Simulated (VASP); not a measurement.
# WSe2 (Amm2) in VASP: further runs

Runs on WSe2. Level: PBE+D3(BJ). Tasks: single point.

All numbers are computed with VASP 6.6.1; they aren't measurements. Logs are shortened: lines on timing, memory, paths and dates and some standing lists are left out, and cuts for length are marked.

## (1) The cell of the first run

It takes space group Amm2 (No. 38, orthorhombic). The conventional cell has a = 6.515 Å, b = 3.886 Å, c = 5.026 Å, α = 90.00°, β = 90.00°, γ = 90.00°. W (site symmetry mm2) has 6 Se at 2.29 to 2.63 Å within 3.0 Å. Se (site symmetry m) has 3 W at 2.29 to 2.63 Å within 3.0 Å.

## (2) Single point, PBE+D3(BJ)

File INCAR:

```
PREC     = Accurate       # precision mode
ENCUT    = 520            # plane-wave cutoff, eV
EDIFF    = 1E-7           # SCF threshold, eV
ISMEAR   = 0              # smearing method
SIGMA    = 0.05           # smearing width, eV
LREAL    = F              # projectors in reciprocal space
LASPH    = T              # aspherical terms in the spheres
NELM     = 80             # most SCF steps
ALGO     = Normal         # electronic algorithm
ISIF     = 2              # what is computed and relaxed
LWAVE    = F              # write WAVECAR
LCHARG   = F              # write CHGCAR
GGA      = PE             # functional
IVDW     = 12             # dispersion correction
NBANDS   = 20             # bands
```

File KPOINTS:

```
Automatic mesh
0
Gamma
  9 9 4
```

File POSCAR:

```
WSe2
1.0
    3.8855978099      0.0000000000      0.0000000000
   -1.9427989050      2.5131209914      0.0000000000
    0.0000000000      0.0000000000      6.5152257712
W Se
1 2
Direct
    0.0000000000      0.0000000000      0.0000000000
    0.3333333333      0.6666666667      0.2405528385
    0.3333333333      0.6666666667      0.7594471615
```

Potentials or basis: VASP PAW PBE potentials, release 64 (W_sv, Se).

Command:

```
$ cat potpaw_PBE.64/W_sv/POTCAR potpaw_PBE.64/Se/POTCAR > POTCAR
$ mpirun -np 1 vasp_std > vasp.out
```

OUTCAR:

```text
PREC = Accurate
   ENCUT = 520
   EDIFF = 1E-7
   ISMEAR = 0
   LREAL = F
   LASPH = T
   NELM = 80
   ISIF = 2
   GGA = PE
   IVDW = 12
 IVDW          = 12

 ion  position               nearest neighbor table
   1  0.000  0.000  0.000-   2 2.29   3 2.29   2 2.63   3 2.63   2 2.63   3 2.63
   2  0.333  0.667  0.241-   1 2.29   1 2.63   1 2.63
   3  0.333  0.667  0.759-   1 2.29   1 2.63   1 2.63

  Warning from LATTYP: Monoclinic adjustment (A1->A3, A2->A1, A3->A2)!
  LATTYP: Found a base centered orthorhombic cell.
 ALAT       =     3.8855978099
 B/A-ratio  =     1.2935569322
 C/A-ratio  =     1.6767627763

  Lattice vectors:

 A1 = (   1.9427989050,  -2.5131209914,   0.0000000000)
 A2 = (   1.9427989049,   2.5131209914,   0.0000000000)
 A3 = (   0.0000000000,   0.0000000000,   6.5152257712)

Analysis of symmetry for initial positions (statically):
=====================================================================
 Subroutine PRICEL returns:
 Original cell was already a primitive cell.

 Routine SETGRP: Setting up the symmetry group for a
 base centered orthorhombic supercell.

 Subroutine GETGRP returns: Found  4 space group operations
 (whereof  4 operations were pure point group operations)
 out of a pool of  8 trial point group operations.

The static configuration has the point symmetry C_2v.

Analysis of symmetry for dynamics (positions and initial velocities):
=====================================================================
 Subroutine PRICEL returns:
 Original cell was already a primitive cell.

 Routine SETGRP: Setting up the symmetry group for a
 base centered orthorhombic supercell.

 Subroutine GETGRP returns: Found  4 space group operations
 (whereof  4 operations were pure point group operations)
 out of a pool of  8 trial point group operations.

The dynamic configuration has the point symmetry C_2v.

 Subroutine INISYM returns: Found  4 space group operations
 (whereof  4 operations are pure point group operations),
 and found     1 'primitive' translations

----------------------------------------------------------------------------------------

                                     Primitive cell

  volume of cell :      63.6210

  direct lattice vectors                    reciprocal lattice vectors
     3.885597810  0.000000000  0.000000000     0.257360656  0.198955801  0.000000000
    -1.942798905  2.513120991  0.000000000     0.000000000  0.397911602  0.000000000
     0.000000000  0.000000000  6.515225771     0.000000000  0.000000000  0.153486623

  length of vectors
     3.885597810  3.176514553  6.515225771     0.325296661  0.397911602  0.153486623

  position of ions in fractional coordinates (direct lattice)
     0.000000000  0.000000000  0.000000000
     0.333333333  0.666666667  0.240552839
     0.333333333  0.666666667  0.759447161

  ion indices of the primitive-cell ions
   primitive index   ion index
                 1           1
                 2           2
                 3           3

----------------------------------------------------------------------------------------

 KPOINTS: Automatic mesh

Automatic generation of k-mesh.
 Grid dimensions read from file:
 generate k-points for:    9    9    4

 Generating k-lattice:

  Cartesian coordinates                     Fractional coordinates (reciprocal lattice)
     0.028595628  0.022106200  0.000000000     0.111111111  0.000000000  0.000000000
     0.000000000  0.044212400  0.000000000     0.000000000  0.111111111  0.000000000
     0.000000000  0.000000000  0.038371656     0.000000000  0.000000000  0.250000000

  Length of vectors
     0.036144073  0.044212400  0.038371656

  Shift w.r.t. Gamma in fractional coordinates (k-lattice)
     0.000000000  0.000000000  0.000000000

 Subroutine IBZKPT returns following result:
 ===========================================

 Found     75 irreducible k-points:

 Following reciprocal coordinates:
            Coordinates               Weight
  0.000000  0.000000  0.000000      1.000000
  0.111111  0.000000  0.000000      4.000000
  0.222222  0.000000  0.000000      4.000000
  0.333333  0.000000  0.000000      4.000000
  0.444444  0.000000  0.000000      4.000000
  0.000000  0.111111  0.000000      2.000000
[... 16 lines left out ...]
  0.333333  0.333333  0.000000      2.000000
  0.000000  0.444444  0.000000      2.000000
 [... further k-points ...]
   k-points           NKPTS =     75   k-points in BZ     NKDIM =     75   number of bands    NBANDS=     20
   number of dos      NEDOS =    301   number of ions     NIONS =      3
   total plane-waves  NPLWV =  34560
   dimension x,y,z NGX =    30 NGY =   24 NGZ =   48
   dimension x,y,z NGXF=    60 NGYF=   48 NGZF=   96
   ions per type =               1   2
   NGX,Y,Z   is equivalent  to a cutoff of  12.84, 12.56, 12.25 a.u.
   NGXF,Y,Z  is equivalent  to a cutoff of  25.67, 25.12, 24.50 a.u.
 SYSTEM =  unknown system
   PREC   = accura    normal or accurate (medium, high low for compatibility)
   ISTART =      0    job   : 0-new  1-cont  2-samecut
   ICHARG =      2    charge: 1-file 2-atom 10-const
   ISPIN  =      1    spin polarized calculation?
   LNONCOLLINEAR =      F non collinear calculations
   LSORBIT =      F    spin-orbit coupling
   LASPH  =      T    aspherical Exc in radial PAW
   ENCUT  =  520.0 eV  38.22 Ry    6.18 a.u.   7.22  5.91 12.11*2*pi/ulx,y,z
   NELM   =     80;   NELMIN=  2; NELMDL= -5     # of ELM steps
   EDIFF  = 0.1E-06   stopping-criterion for ELM
   LREAL  =      F    real-space projection
   EDIFFG = 0.1E-05   stopping-criterion for IOM
   NSW    =      0    number of steps for IOM
   IBRION =     -1    ionic relax: 0-MD 1-quasi-New 2-CG
   NFREE  =      0    steps in history (QN), initial steepest desc. (CG)
   ISIF   =      2    stress and relaxation
   ISYM   =      2    0-nonsym 1-usesym 2-fastsym
   POTIM  = 0.5000    time-step for ionic-motion
   TEBEG  =    0.0;   TEEND  =   0.0 temperature during run
   PSTRESS=    0.0 pullay stress
   NELECT =      26.0000    total number of electrons
   NUPDOWN=      -1.0000    fix difference up-down
   EMIN   =  10.00;   EMAX   =-10.00  energy-range for DOS
   EFERMI =   0.00;   METHOD = LEGACY
   ISMEAR =     0;   SIGMA  =   0.05  broadening in eV -4-tet -1-fermi 0-gaus
   EFERMI_NEDOS =   21; number of points for ismear=-14 and -15
   IALGO  =     38    algorithm
   IMIX   =      4    mixing-type and parameters
     AMIX     =   0.40;   BMIX     =  1.00
     AMIX_MAG =   1.60;   BMIX_MAG =  1.00
  volume/ion in A,a.u.               =      21.21       143.11
  Fermi-wavevector in a.u.,A,eV,Ry     =   1.214877  2.295785 20.081200  1.475927
  Thomas-Fermi vector in A             =   2.350283
   LORBIT       =      0    0 simple, 1 ext, 2 COOP (PROOUT), +10 PAW based schemes
   GGA     = PE    functional components
   LHFCALC =     F    Hartree Fock is set to
   AEXX    =    0.0000 exact exchange contribution
   IVDW    =    12    specifies the selected vdW correction
   LEPSILON=     F    determine dielectric tensor
   LRPA    =     F    only Hartree local field effects (RPA)
 non-spin polarized calculation
 Gauss-broadening in eV      SIGMA  =   0.05
  energy-cutoff  :      520.00
  volume of cell :       63.62
 maximum number of plane-waves:      1740
 NGX is ok and might be reduce to    30
   NGX = 15   NGY = 11   NGZ = 25

 number of electron      26.0000001 magnetization

 Free energy of the ion-electron system (eV)
  ---------------------------------------------------
  ext. energy  EPLUGINS =         0.00000000
  ---------------------------------------------------
  free energy    TOTEN  =       -20.25677722 eV

  energy without entropy =      -20.25677221  energy(sigma->0) =      -20.25677471

 E-fermi :   6.3849     XC(G=0): -10.3393

 val. band max:        6.2902582885   @ k =   0.0000   0.0000   0.5000
 cond. band min:       6.4874665886   @ k =  -0.4444   0.2222   0.0000
 fundamental gap:      0.1972083001
 Fermi energy:         6.3848940766

 k-point     1 :       0.0000    0.0000    0.0000
  band No.  band energies     occupation
      1     -68.2305      2.00000
      2     -32.6131      2.00000
      3     -32.4355      2.00000
      4     -32.3629      2.00000
      5      -9.5655      2.00000
      6      -7.8566      2.00000
[... 12 lines left out ...]
     19      13.5706      0.00000
     20      13.8634      0.00000

 k-point     2 :       0.1111    0.0000    0.0000
  band No.  band energies     occupation
      1     -68.2294      2.00000
      2     -32.6086      2.00000
      3     -32.4510      2.00000
      4     -32.3761      2.00000
      5      -9.4115      2.00000
      6      -7.7958      2.00000
[... 12 lines left out ...]
     19      13.6538      0.00000
     20      14.4400      0.00000

 k-point     3 :       0.2222    0.0000    0.0000
  band No.  band energies     occupation
      1     -68.2267      2.00000
      2     -32.5972      2.00000
      3     -32.5102      2.00000
      4     -32.3884      2.00000
      5      -8.9896      2.00000
      6      -7.6335      2.00000
[... 12 lines left out ...]
     19      12.8677      0.00000
     20      14.8344      0.00000

 k-point     4 :       0.3333    0.0000    0.0000
  band No.  band energies     occupation
      1     -68.2236      2.00000
      2     -32.5887      2.00000
      3     -32.5842      2.00000
      4     -32.3901      2.00000
      5      -8.4313      2.00000
      6      -7.4321      2.00000
[... 429 lines left out ...]
 k-point    23 :       0.3333    0.3333    0.0000
  band No.  band energies     occupation
      1     -68.2170      2.00000
      2     -32.5846      2.00000
      3     -32.5587      2.00000
      4     -32.5534      2.00000
      5      -7.4738      2.00000
      6      -6.9084      2.00000
[... 12 lines left out ...]
     19      11.8030      0.00000
     20      14.0959      0.00000

 k-point    24 :       0.0000    0.4444    0.0000
  band No.  band energies     occupation
      1     -68.2134      2.00000
      2     -32.6370      2.00000
      3     -32.5730      2.00000
      4     -32.5469      2.00000
      5      -7.2205      2.00000
      6      -6.6374      2.00000
[... 12 lines left out ...]
     19      12.3469      0.00000
     20      12.7544      0.00000

 [... further k-points ...]

------------------------ aborting loop because EDIFF is reached ----------------------------------------

 Edisp (eV)   -1.32727

 E8    (eV) :    -0.5914

  FORCE on cell =-STRESS in cart. coord.  units (eV):
  Direction    XX          YY          ZZ          XY          YZ          ZX
  --------------------------------------------------------------------------------------
  -------------------------------------------------------------------------------------
  Total      -3.44202     9.10318     6.93495    -0.00000     0.00000     0.00000
  in kB     -86.68097   229.24655   174.64371    -0.00000     0.00000     0.00000
  external pressure =      105.74 kB  Pullay stress =        0.00 kB

 VOLUME and BASIS-vectors are now :
 -----------------------------------------------------------------------------
  energy-cutoff  :      520.00
  volume of cell :       63.62
      direct lattice vectors                 reciprocal lattice vectors
     3.885597810  0.000000000  0.000000000     0.257360656  0.198955801  0.000000000
    -1.942798905  2.513120991  0.000000000     0.000000000  0.397911602  0.000000000
     0.000000000  0.000000000  6.515225771     0.000000000  0.000000000  0.153486623

 POSITION                                       TOTAL-FORCE (eV/Angst)
 -----------------------------------------------------------------------------------
      0.00000      0.00000      0.00000         0.000000     -4.666470      0.000000
     -0.00000      1.67541      1.56726        -0.000000      2.333235      1.789627
     -0.00000      1.67541      4.94797        -0.000000      2.333235     -1.789627
 -----------------------------------------------------------------------------------
    total drift:                               -0.000001     -0.000106     -0.000000

  FREE ENERGIE OF THE ION-ELECTRON SYSTEM (eV)
  ---------------------------------------------------
  free  energy   TOTEN  =       -21.5840459081 eV

  energy  without entropy=      -21.5840408975  energy(sigma->0) =      -21.58404340
```

Run time: 2.4 min. Hardware: 1 thread of AMD EPYC 7R13, shared host; peak memory 0.22 GiB.

What came out:

```yaml
Free_energy: -21.5840 eV
Pressure: 10.6 GPa
Largest_force: 4.666 eV/Å
Band_gap_on_the_k_mesh: 0.20 eV (least direct gap 0.90 eV)
Dispersion_energy_per_atom: -0.442 eV
```

Forces on the atoms (eV/Å):
```
W    0.000 -4.666  0.000
Se   0.000  2.333  1.790
Se   0.000  2.333 -1.790
```

Stress tensor (GPa, compression positive):
```
-8.67  0.00  0.00
 0.00 22.92  0.00
 0.00  0.00 17.46
```

Caveat: the cell differs from its parent crystal (strain +e along x and -e along y +0.1500, strain +e along z and -e/2 along x and y -0.0700); the cell stands under pressure; spin-orbit coupling is left out, which moves the levels of the heavy elements; an odd mesh through Γ misses points on the zone boundary, where band edges can lie; forces of over 1 eV/Å act on the atoms, so gaps and moduli don't describe the material at rest.

## (3) Single point, PBE+D3(BJ)

File INCAR:

```
PREC = Accurate
ENCUT = 520
EDIFF = 1E-7
ISMEAR = 0
SIGMA = 0.05
LREAL = F
LASPH = T
NELM = 100
ALGO = Normal
ISIF = 2
LWAVE = F
LCHARG = T
GGA = PE
IVDW = 12
LELF = T
LVHAR = T
NBANDS = 20
```

KPOINTS is that of step 2.

File POSCAR:

```
WSe2
1.0
    2.6723731773      0.0000000000      0.0000000000
   -1.3361865886      3.1662484808      0.0000000000
    0.0000000000      0.0000000000      7.4960124464
W Se
1 2
Direct
    0.0000000000      0.0000000000      0.0000000000
    0.3333333333      0.6666666667      0.2405528385
    0.3333333333      0.6666666667      0.7594471615
```

Potentials or basis: VASP PAW PBE potentials, release 64 (W_sv, Se).

Command:

```
$ cat potpaw_PBE.64/W_sv/POTCAR potpaw_PBE.64/Se/POTCAR > POTCAR
$ mpirun -np 1 vasp_std > vasp.out
```

Run time: 2.4 min. Hardware: 1 thread of AMD EPYC 7R13, shared host; peak memory 0.22 GiB.

The run converged. Its results:

| Property | Result |
| --- | --- |
| Free energy | -20.4783 eV |
| Pressure | 12.2 GPa |
| Largest force | 1.447 eV/Å |
| Band gap on the k mesh | zero (bands 13 and 14 overlap by 1.69 eV) |
| Dispersion energy per atom | -0.446 eV |

Forces on the atoms (eV/Å):
```
W    0.000  1.447  0.000
Se   0.000 -0.723  0.382
Se   0.000 -0.723 -0.382
```

Stress tensor (GPa, compression positive):
```
 46.91   0.00   0.00
  0.00 -11.37   0.00
  0.00   0.00   0.95
```

Levels at points of the mesh, in eV from the Fermi level:
```
           k point  band 9  band 10  band 11  band 12  band 13  band 14  band 15  band 16  band 17  band 18
(0.00, 0.00, 0.00)   -4.26    -3.31    -2.76     0.01     0.20     0.22     0.40     2.63     4.48     4.60
(0.00, 0.00, 0.50)   -4.85    -2.96    -2.76     0.01     0.20     0.29     0.49     3.51     4.53     4.56
```

Caveat: the cell differs from its parent crystal (strain +e along x and -e along y -0.1500, strain +e along z and -e/2 along x and y +0.0700); the cell stands under pressure; spin-orbit coupling is left out, which moves the levels of the heavy elements; forces of over 1 eV/Å act on the atoms, so gaps and moduli don't describe the material at rest.

[end of part 1 of 2]
